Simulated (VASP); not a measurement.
Write the native input for VASP 6.6.1 that does the following.

```yaml
Task: single point
Functional: HSE06
Potentials_or_basis: VASP PAW PBE potentials, release 64 (La, O)
Cutoff: 520 eV
k_mesh: 4 × 4 × 6
Occupations: fermi-dirac, width 0.05 eV
Spin: no spin polarisation
Dipole_correction: no
Grid_for_exact_exchange_PRECFOCK: Fast
Further_INCAR_settings: ALGO = Normal; EDIFF = 1e-06; NBANDS = 28
Share_of_exact_exchange: 0.25
Screening_parameter: 0.2079 1/Å
```

La2O3:

```
La O
1.0
     6.26678    0.00000    0.00000
    -3.13339    5.42719    0.00000
     0.00000    0.00000    3.29977
La O
2 3
Cartesian
  3.1334 1.8091 1.6499
  0.0000 3.6181 1.6499
  3.1836 0.0000 0.0000
  -1.5918 2.7571 0.0000
  1.5416 2.6701 0.0000
```

The input as run:

POSCAR

```
La2O3
1.0
    6.2667802772      0.0000000000      0.0000000000
   -3.1333901386      5.4271909200      0.0000000000
    0.0000000000      0.0000000000      3.2997660000
La O
2 3
Direct
    0.6666666667      0.3333333333      0.5000000000
    0.3333333333      0.6666666667      0.5000000000
    0.5080139900      0.0000000000      0.0000000000
    0.0000000000      0.5080139900      0.0000000000
    0.4919860100      0.4919860100      0.0000000000
```

INCAR.step1

```
PREC = Accurate
ENCUT = 520
EDIFF = 1E-5
ISMEAR = -1
SIGMA = 0.05
LREAL = F
LASPH = T
NELM = 100
ALGO = Normal
ISIF = 2
LWAVE = T
LCHARG = F
NBANDS = 28
GGA = PE
KPAR = 4
```

INCAR.step2

```
PREC = Accurate
ENCUT = 520
EDIFF = 1E-6
ISMEAR = -1
SIGMA = 0.05
LREAL = F
LASPH = T
NELM = 100
ALGO = Normal
ISIF = 2
LWAVE = F
LCHARG = F
GGA = PE
LHFCALC = T
HFSCREEN = 0.2079
PRECFOCK = Fast
NBANDS = 28
ISTART = 1
KPAR = 4
```

KPOINTS

```
regular mesh
0
Gamma
  4 4 6
```

Potentials or basis: VASP PAW PBE potentials, release 64 (La, O).

Run with:

```bash
$ cat potpaw_PBE.64/La/POTCAR potpaw_PBE.64/O/POTCAR > POTCAR
$ cp INCAR.step1 INCAR
$ mpirun -np 4 vasp_std > vasp.out
$ cp INCAR.step2 INCAR
$ mpirun -np 4 vasp_std > vasp.out
```

It gave:

```yaml
Pressure: 0.2 GPa
Largest_force: 0.061 eV/Å
Band_gap_on_the_k_mesh: 2.78 eV (least direct gap 3.27 eV)
```

Caveat: the PAW data sets were made with another functional, which shifts forces and pressure a little; spin-orbit coupling is left out, which moves the levels of the heavy elements.

Wall time 28 min on 4 MPI ranks on Intel(R) Xeon(R) Platinum 8259CL CPU @ 2.50GHz (Skylake/Cascade Lake), with other jobs on the host, peak memory 0.38 GiB a rank.
